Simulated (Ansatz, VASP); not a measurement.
## HfN in VASP and in Ansatz

The input INCAR:

```
SYSTEM = HfN
PREC = Accurate
ENCUT = 520
EDIFF = 1E-7
ISMEAR = -1
SIGMA = 0.05
LREAL = .False.
LASPH = .True.
NELM = 150
ALGO = Normal
ISIF = 2
LWAVE = .False.
LCHARG = .False.
LMAXMIX = 4
LDAU = .True.
LDAUTYPE = 2
LDAUL = 2 -1
LDAUU = 2 0
LDAUJ = 0 0
LDAUPRINT = 1
GGA = PS
NBANDS = 14
```

The input KPOINTS:

```
Automatic mesh
0
Gamma
  9 9 9
  0 0 0
```

The input POSCAR:

```
HfN
1.0
    0.0000000000      2.4548220000      2.4548220000
    2.4548220000      0.0000000000      2.4548220000
    2.4548220000      2.4548220000      0.0000000000
Hf N
1 1
Direct
    0.0000000000      0.0000000000      0.0000000000
    0.2500000000      0.2500000000      0.2500000000
```

Contents of input.yaml:

```yaml
crystal:
  lattice:
    - [0.0, 2.454822, 2.454822]
    - [2.454822, 0.0, 2.454822]
    - [2.454822, 2.454822, 0.0]
  atoms:
    - { symbol: Hf, position: [0.0, 0.0, 0.0] }
    - { symbol: "N", position: [0.25, 0.25, 0.25] }
hamiltonian:
  xc: pbesol
  pseudopotentials: { kind: paw }
  hubbard: { sites: [{ species: Hf, l: d, u_eff: 2.0 }] }
kpoints:
  mp_grid: { grid: [9, 9, 9] }
  band_path:
    path:
      - [[0.0, 0.0, 0.0], [0.5, 0.0, 0.5], [0.5, 0.25, 0.75], [0.375, 0.375, 0.75], [0.0, 0.0, 0.0], [0.5, 0.5, 0.5], [0.625, 0.25, 0.625], [0.5, 0.25, 0.75], [0.5, 0.5, 0.5], [0.375, 0.375, 0.75]]
      - [[0.625, 0.25, 0.625], [0.5, 0.0, 0.5]]
    npoints: 14
scf:
  occupations: { method: fermi_dirac, width: 0.05 }
  n_extra_bands: 6
output:
  forces: true
  stress: true
  eigenvalues: true
  fatbands: false
```

Alike in both runs: functional PBEsol; k mesh 9 × 9 × 9; occupations fermi-dirac, width 0.05 eV; no spin polarisation; Hubbard terms Hf d U = 2.0 eV.

```csv
,VASP,Ansatz
version,VASP 6.6.1,Ansatz 0.2.0
potentials or method,"VASP PAW PBE potentials, release 64 (Hf_pv, N)",Ansatz PAW
plane-wave cutoff (eV),520,420
valence electrons in the cell,15,31
task,single point,band structure
```

|  | VASP | Ansatz | Ansatz less VASP |
| --- | --- | --- | --- |
| gap on the k mesh at the Fermi level (eV) | none | none | - |
| pressure (GPa) | -0.1 | -2.3 | -2.21 |

VASP's potentials were made for PBE, not for PBEsol. The programs project onto different local orbitals, so the same U acts differently, and such runs can settle in different states. A gap of «none» marks a metal or a gap that the smearing closes. VASP's potentials hold 15 valence electrons a cell and Ansatz's 31, so a difference there can come from the potentials and not from the codes.

Spin-orbit coupling is off throughout.
